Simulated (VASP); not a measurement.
The system is NbAl6W.

```
Al Nb W
1.0
     0.00000    4.03073    4.03073
     4.03073    0.00000    4.03073
     4.03073    4.03073    0.00000
Al Nb W
6 1 1
Direct
  0.75131 0.24869 0.24869
  0.24869 0.75131 0.75131
  0.24869 0.75131 0.24869
  0.75131 0.24869 0.75131
  0.24869 0.24869 0.75131
  0.75131 0.75131 0.24869
  0.50000 0.50000 0.50000
  0.00000 0.00000 0.00000
```

The cell was built from a structure type or drawn by symmetry, and may not be a known phase.

| Property | Result |
| --- | --- |
| Program | VASP 6.6.1 |
| Task | relaxation of cell and atoms |
| Functional | PBE |
| Potentials or basis | VASP PAW PBE potentials, release 64 (Al, Nb_sv, W_sv) |
| Cutoff | 500 eV |
| k mesh | 4 × 4 × 4 |
| Occupations | gaussian, width 0.1 eV |
| Spin | no spin polarisation |

At the start: pressure 90.5 GPa; volume 16.37 Å³/atom.

Question: Where does the relaxation end?

Answer: Over 9 steps the energy falls by 2564.6 meV/atom and the volume is 32.17 Å³/atom (+96.5 %); space group Fm-3m (No. 225, to 0.1 Å) before and after.

Step by step:
| step | energy change (eV) | largest force (eV/Å) | pressure (GPa) | volume (Å³) |
| --- | --- | --- | --- | --- |
| 1 | 0.0000 | 1.6366 | 90.52 | 130.97 |
| 2 | -15.1882 | 0.5830 | -7.93 | 396.19 |
| 3 | -20.1481 | 1.2126 | 0.79 | 249.38 |
| 4 | -20.1498 | 1.2058 | 0.02 | 254.22 |
| 5 | -20.4255 | 0.5885 | -0.43 | 257.31 |
| 6 | -20.5122 | 0.0439 | -0.49 | 260.36 |
| 7 | -20.5122 | 0.0228 | -0.49 | 260.49 |
| 8 | -20.5168 | 0.0435 | 0.13 | 256.46 |
| 9 | -20.5172 | 0.0283 | -0.01 | 257.35 |

Final structure:
```
Al Nb W
1.0
     0.00000    5.04851    5.04851
     5.04851    0.00000    5.04851
     5.04851    5.04851    0.00000
Al Nb W
6 1 1
Direct
  0.75512 0.24488 0.24488
  0.24488 0.75512 0.75512
  0.24488 0.75512 0.24488
  0.75512 0.24488 0.75512
  0.24488 0.24488 0.75512
  0.75512 0.75512 0.24488
  0.50000 0.50000 0.50000
  0.00000 0.00000 0.00000
```

Caveat: the volume moved by over 15 % at a fixed basis, so the end points are rough.
